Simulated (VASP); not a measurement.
# Si (Imma) in VASP: electric field gradients with PBE

Aim: the electric field gradients of Si with PBE.

All numbers are computed with VASP 6.6.1; they aren't measurements. Logs are shortened: lines on timing, memory, paths and dates and some standing lists are left out, and cuts for length are marked.

### 1 The cell of the first run

The structure is orthorhombic, space group Imma (No. 74). The conventional cell has a = 4.502 Å, b = 4.737 Å, c = 2.550 Å, α = 90.00°, β = 90.00°, γ = 90.00°. Within 3.3 Å of Si (site symmetry mm2) lie 10 Si at 2.39 to 3.27 Å.

### 2 Electric field gradients, PBE

Contents of INCAR:

```
SYSTEM = Si
PREC = Accurate
ENCUT = 520
EDIFF = 1E-8
ISMEAR = -1
SIGMA = 0.1
LREAL = .FALSE.
LASPH = .TRUE.
NELM = 100
ALGO = Normal
ISIF = 2
LWAVE = .FALSE.
LCHARG = .FALSE.
GGA = PE
LEFG = .TRUE.
NBANDS = 11
```

Contents of KPOINTS:

```
Automatic mesh
0
G
  15 15 15
  0 0 0
```

Contents of POSCAR:

```
Si
1.0
   -2.2510000000      2.3685000000      1.2750000000
    2.2510000000     -2.3685000000      1.2750000000
    2.2510000000      2.3685000000     -1.2750000000
Si
2
Direct
    0.8070000000      0.0570000000      0.7500000000
    0.1930000000      0.9430000000      0.2500000000
```

Potentials or basis: VASP PAW PBE potentials, release 64 (Si).

Launch:

```
> cat potpaw_PBE.64/Si/POTCAR > POTCAR
> mpirun -np 1 vasp_std > vasp.out
```

OUTCAR:

```text
SYSTEM = Si
   PREC = Accurate
   ENCUT = 520
   EDIFF = 1E-8
   ISMEAR = -1
   LREAL = .FALSE.
   LASPH = .TRUE.
   NELM = 100
   ISIF = 2
   GGA = PE

 ion  position               nearest neighbor table
   1  0.807  0.057  0.750-   2 2.39   2 2.39   2 2.46   2 2.46   2 2.74   2 2.74
   2  0.193  0.943  0.250-   1 2.39   1 2.39   1 2.46   1 2.46   1 2.74   1 2.74

  LATTYP: Found a body centered orthorhombic cell.
 ALAT       =     2.5500000000
 B/A-ratio  =     1.7654901961
 C/A-ratio  =     1.8576470588

  Lattice vectors:

 A1 = (   2.2510000000,  -2.3685000000,   1.2750000000)
 A2 = (  -2.2510000000,  -2.3685000000,  -1.2750000000)
 A3 = (   2.2510000000,   2.3685000000,  -1.2750000000)

Analysis of symmetry for initial positions (statically):
=====================================================================
 Subroutine PRICEL returns:
 Original cell was already a primitive cell.

 Routine SETGRP: Setting up the symmetry group for a
 body centered orthorhombic supercell.

 Subroutine GETGRP returns: Found  8 space group operations
 (whereof  4 operations were pure point group operations)
 out of a pool of  8 trial point group operations.

The static configuration has the point symmetry C_2h.
 The point group associated with its full space group is D_2h.

Analysis of symmetry for dynamics (positions and initial velocities):
=====================================================================
 Subroutine PRICEL returns:
 Original cell was already a primitive cell.

 Routine SETGRP: Setting up the symmetry group for a
 body centered orthorhombic supercell.

 Subroutine GETGRP returns: Found  8 space group operations
 (whereof  4 operations were pure point group operations)
 out of a pool of  8 trial point group operations.

The dynamic configuration has the point symmetry C_2h.
 The point group associated with its full space group is D_2h.

 Subroutine INISYM returns: Found  8 space group operations
 (whereof  4 operations are pure point group operations),
 and found     1 'primitive' translations

----------------------------------------------------------------------------------------

                                     Primitive cell

  volume of cell :      27.1906

  direct lattice vectors                    reciprocal lattice vectors
    -2.251000000  2.368500000  1.275000000     0.000000000  0.211104074  0.392156863
     2.251000000 -2.368500000  1.275000000     0.222123501  0.000000000  0.392156863
     2.251000000  2.368500000 -1.275000000     0.222123501  0.211104074  0.000000000

  length of vectors
     3.507480328  3.507480328  3.507480328     0.445367191  0.450694857  0.306437236

  position of ions in fractional coordinates (direct lattice)
     0.807000000  0.057000000  0.750000000
     0.193000000  0.943000000  0.250000000

  ion indices of the primitive-cell ions
   primitive index   ion index
                 1           1
                 2           2

----------------------------------------------------------------------------------------

 KPOINTS: Automatic mesh

Automatic generation of k-mesh.
 Grid dimensions read from file:
 generate k-points for:   15   15   15

 Generating k-lattice:

  Cartesian coordinates                     Fractional coordinates (reciprocal lattice)
     0.000000000  0.014073605  0.026143791     0.066666667  0.000000000 -0.000000000
     0.014808233  0.000000000  0.026143791     0.000000000  0.066666667  0.000000000
     0.014808233  0.014073605  0.000000000    -0.000000000  0.000000000  0.066666667

  Length of vectors
     0.029691146  0.030046324  0.020429149

  Shift w.r.t. Gamma in fractional coordinates (k-lattice)
     0.000000000  0.000000000  0.000000000

 Subroutine IBZKPT returns following result:
[... 37 lines left out ...]
   NGX,Y,Z   is equivalent  to a cutoff of  13.27, 13.27, 13.27 a.u.
   NGXF,Y,Z  is equivalent  to a cutoff of  26.54, 26.54, 26.54 a.u.
 SYSTEM =  Si
   PREC   = accura    normal or accurate (medium, high low for compatibility)
   ISTART =      0    job   : 0-new  1-cont  2-samecut
   ICHARG =      2    charge: 1-file 2-atom 10-const
   ISPIN  =      1    spin polarized calculation?
   LNONCOLLINEAR =      F non collinear calculations
   LSORBIT =      F    spin-orbit coupling
   LASPH  =      T    aspherical Exc in radial PAW
   ENCUT  =  520.0 eV  38.22 Ry    6.18 a.u.   6.52  6.52  6.52*2*pi/ulx,y,z
   NELM   =    100;   NELMIN=  2; NELMDL= -5     # of ELM steps
   EDIFF  = 0.1E-07   stopping-criterion for ELM
   LREAL  =      F    real-space projection
   EDIFFG = 0.1E-06   stopping-criterion for IOM
   NSW    =      0    number of steps for IOM
   IBRION =     -1    ionic relax: 0-MD 1-quasi-New 2-CG
   NFREE  =      0    steps in history (QN), initial steepest desc. (CG)
   ISIF   =      2    stress and relaxation
   ISYM   =      2    0-nonsym 1-usesym 2-fastsym
   POTIM  = 0.5000    time-step for ionic-motion
   TEBEG  =    0.0;   TEEND  =   0.0 temperature during run
   PSTRESS=    0.0 pullay stress
   NELECT =       8.0000    total number of electrons
   NUPDOWN=      -1.0000    fix difference up-down
   EMIN   =  10.00;   EMAX   =-10.00  energy-range for DOS
   EFERMI =   0.00;   METHOD = LEGACY
   ISMEAR =    -1;   SIGMA  =   0.10  broadening in eV -4-tet -1-fermi 0-gaus
   EFERMI_NEDOS =   21; number of points for ismear=-14 and -15
   IALGO  =     38    algorithm
   IMIX   =      4    mixing-type and parameters
     AMIX     =   0.40;   BMIX     =  1.00
     AMIX_MAG =   1.60;   BMIX_MAG =  1.00
  volume/ion in A,a.u.               =      13.60        91.75
  Fermi-wavevector in a.u.,A,eV,Ry     =   1.088843  2.057614 16.130773  1.185578
  Thomas-Fermi vector in A             =   2.225033
   LORBIT       =      0    0 simple, 1 ext, 2 COOP (PROOUT), +10 PAW based schemes
   GGA     = PE    functional components
   LHFCALC =     F    Hartree Fock is set to
   AEXX    =    0.0000 exact exchange contribution
   IVDW    =     0    specifies the selected vdW correction
   LEPSILON=     F    determine dielectric tensor
   LRPA    =     F    only Hartree local field effects (RPA)
 non-spin polarized calculation
  energy-cutoff  :      520.00
  volume of cell :       27.19
 maximum number of plane-waves:       761
 NGX is ok and might be reduce to    28
   NGX = 13   NGY = 13   NGZ = 13

 number of electron       8.0000000 magnetization

 Free energy of the ion-electron system (eV)
  ---------------------------------------------------
  ext. energy  EPLUGINS =         0.00000000
  ---------------------------------------------------
  free energy    TOTEN  =       -10.11838092 eV

  energy without entropy =      -10.09582221  energy(sigma->0) =      -10.10710157

 E-fermi :  10.6911     XC(G=0): -11.3762

 val. band max:       10.6889022032   @ k =   0.4667   0.2667   0.0667
 cond. band min:      10.6918241914   @ k =   0.1333   0.4667   0.0000
 fundamental gap:      0.0029219881
 Fermi energy:        10.6911063926

 k-point     1 :       0.0000    0.0000    0.0000
  band No.  band energies     occupation
      1      -4.1192      2.00000
      2       7.7154      2.00000
      3       8.2055      2.00000
      4       9.0357      2.00000
      5      11.7769      0.00004
      6      18.4542      0.00000
      7      19.8391      0.00000
      8      20.7163      0.00000
      9      21.3190      0.00000
     10      21.4674      0.00000
     11      22.7392      0.00000
[... 309 lines left out ...]
 k-point    24 :       0.0000    0.1333    0.0000
  band No.  band energies     occupation
      1      -3.5968      2.00000
      2       6.9479      2.00000
      3       7.8877      2.00000
      4      10.6851      1.02986
      5      13.0097      0.00000
      6      16.2497      0.00000
      7      17.1992      0.00000
      8      19.2996      0.00000
      9      19.4570      0.00000
     10      19.7263      0.00000
     11      20.9532      0.00000

 [... further k-points ...]

------------------------ aborting loop because EDIFF is reached ----------------------------------------

  FORCE on cell =-STRESS in cart. coord.  units (eV):
  Direction    XX          YY          ZZ          XY          YZ          ZX
  --------------------------------------------------------------------------------------
  -------------------------------------------------------------------------------------
  Total        2.3678769      3.0216641      2.5911600      0.0000000     -0.0000000      0.0000000
  in kB      139.5245525    178.0482516    152.6812678      0.0000000     -0.0000000      0.0000000
  external PRESSURE =     156.7513573 kB  Pullay stress =       0.0000000 kB

 VOLUME and BASIS-vectors are now :
 -----------------------------------------------------------------------------
  energy-cutoff  :      520.00
  volume of cell :       27.19
      direct lattice vectors                 reciprocal lattice vectors
    -2.251000000  2.368500000  1.275000000     0.000000000  0.211104074  0.392156863
     2.251000000 -2.368500000  1.275000000     0.222123501  0.000000000  0.392156863
     2.251000000  2.368500000 -1.275000000     0.222123501  0.211104074  0.000000000

 POSITION                                       TOTAL-FORCE (eV/Angst)
 -----------------------------------------------------------------------------------
      0.00000      3.55275      0.14535         0.000000     -0.000000      0.000390
      2.25100     -1.18425      1.12965        -0.000000      0.000000     -0.000390
 -----------------------------------------------------------------------------------
    total drift:                               -0.000000     -0.000000      0.000000

  FREE ENERGIE OF THE ION-ELECTRON SYSTEM (eV)
  ---------------------------------------------------
  free  energy   TOTEN  =       -10.1183809249 eV

  energy  without entropy=      -10.0958222131  energy(sigma->0) =      -10.10710157

 Electric field gradients (V/A^2)
---------------------------------------------------------------------
 ion       V_xx      V_yy      V_zz      V_xy      V_xz      V_yz
---------------------------------------------------------------------
   1      10.745   -26.722    15.977    -0.000    -0.000    -0.000
   2      10.745   -26.722    15.977    -0.000    -0.000    -0.000
---------------------------------------------------------------------

 Electric field gradients after diagonalization (V/A^2)
 (convention: |V_zz| > |V_xx| > |V_yy|)
----------------------------------------------------------------------
 ion       V_xx      V_yy      V_zz     asymmetry (V_yy - V_xx)/ V_zz
----------------------------------------------------------------------
   1      15.977    10.745   -26.722       0.196
   2      15.977    10.745   -26.722       0.196
----------------------------------------------------------------------

           NMR quadrupolar parameters

 Cq : quadrupolar parameter    Cq=e*Q*V_zz/h
 eta: asymmetry parameters     (V_yy - V_xx)/ V_zz
 Q  : nuclear electric quadrupole moment in mb (millibarn)
----------------------------------------------------------------------
 ion       Cq(MHz)       eta       Q (mb)
----------------------------------------------------------------------
   1      -0.065       0.196       1.000
   2      -0.065       0.196       1.000
----------------------------------------------------------------------
```

Run time: 2.3 min. Hardware: 1 thread of Intel Xeon Platinum 8375C at 2.90GHz (Ice Lake), shared host; peak memory 0.24 GiB.

Results:

- Free energy: -10.1184 eV
- Pressure: 15.7 GPa
- Band gap on the k mesh: zero (bands 4 and 5 overlap by 7.76 eV)
- Largest electric field gradient by atom: Si -26.7 V/Å²

Electric field gradients, principal values (V/Å²):
```tsv
atom	least	middle	greatest (by size)
1 Si	10.745	15.977	-26.722
2 Si	10.745	15.977	-26.722
```

Caveat: the cell stands under pressure; without QUAD_EFG the Cq values of the log hold for a quadrupole moment of 1 mb, not for the nuclei.
